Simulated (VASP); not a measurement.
Here is a VASP 6.6.1 calculation.

Contents of INCAR:

```
ALGO = Fast
EDIFF = 1E-7
ENCUT = 520
GGA = PS
ISIF = 2
ISMEAR = 0
ISPIN = 2
LASPH = T
LCHARG = T
LELF = T
LMAXMIX = 4
LORBIT = 11
LREAL = F
LVHAR = T
LWAVE = F
MAGMOM = 0.6 0.6 0.6 0
NBANDS = 32
NELM = 150
NUPDOWN = 1.8
PREC = Accurate
SIGMA = 0.15
```

Contents of KPOINTS:

```
k-points
0
Gamma
  12 12 12
```

POSCAR

```
Ti3Al
1.0
    0.0000000000      2.8993260424      2.8993260424
    2.8993260424      0.0000000000      2.8993260424
    2.8993260424      2.8993260424      0.0000000000
Ti Al
3 1
Direct
    0.7500000000      0.7500000000      0.7500000000
    0.2500000000      0.2500000000      0.2500000000
    0.0000000000      0.0000000000      0.0000000000
    0.5000000000      0.5000000000      0.5000000000
```

Potentials or basis: VASP PAW PBE potentials, release 64 (Ti_sv, Al).

Command:

```console
$ cat potpaw_PBE.64/Ti_sv/POTCAR potpaw_PBE.64/Al/POTCAR > POTCAR
$ mpirun -np 1 vasp_std > vasp.out
```

What does it give for the pressure?

57.1 GPa.

Caveat: the PAW data sets were made with another functional, which shifts forces and pressure a little; the total moment is fixed, so each spin has its own Fermi level.
